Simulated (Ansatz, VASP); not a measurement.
## One calculation of Au, two programs

```
Au
1.0
    -1.65727    1.65727   -1.65727
    -1.65727   -1.65727    1.65727
     0.00000    8.04329    8.04329
Au
4
Direct
  0.00000 0.00000 0.72115
  0.50000 0.50000 0.10302
  0.00000 0.00000 0.30907
  0.50000 0.50000 0.51511
```

Alike in both runs: task single point; functional PBEsol; k mesh 17 × 17 × 5; occupations gaussian, width 0.15 eV; no spin polarisation.

|  | VASP | Ansatz |
| --- | --- | --- |
| version | VASP 6.6.1 | Ansatz 0.2.0 |
| potentials or method | VASP PAW PBE potentials, release 64 (Au), cutoff 520 eV | scalar-relativistic, plane waves, PAW |
| valence electrons in the cell | 44 | 76 |

|  | VASP | Ansatz | Ansatz less VASP |
| --- | --- | --- | --- |
| gap on the k mesh at the Fermi level (eV) | none | none | - |
| pressure (GPa) | -9.8 | -9.7 | +0.14 |
| traceless stress, the component that is largest in VASP (GPa) | 1.95 | 1.96 | +0.007 |
| rms of the force components (eV/Å) | 0.140 | 0.137 | -0.0029 |

VASP's potentials were made for PBE, not for PBEsol. Atom by atom the forces differ by 0.003 eV/Å (rms over components). A gap of «none» marks a metal or a gap that the smearing closes. VASP's potentials hold 44 valence electrons a cell and Ansatz's 76, so a difference there can come from the potentials and not from the codes.

Neither program's run includes spin-orbit coupling.
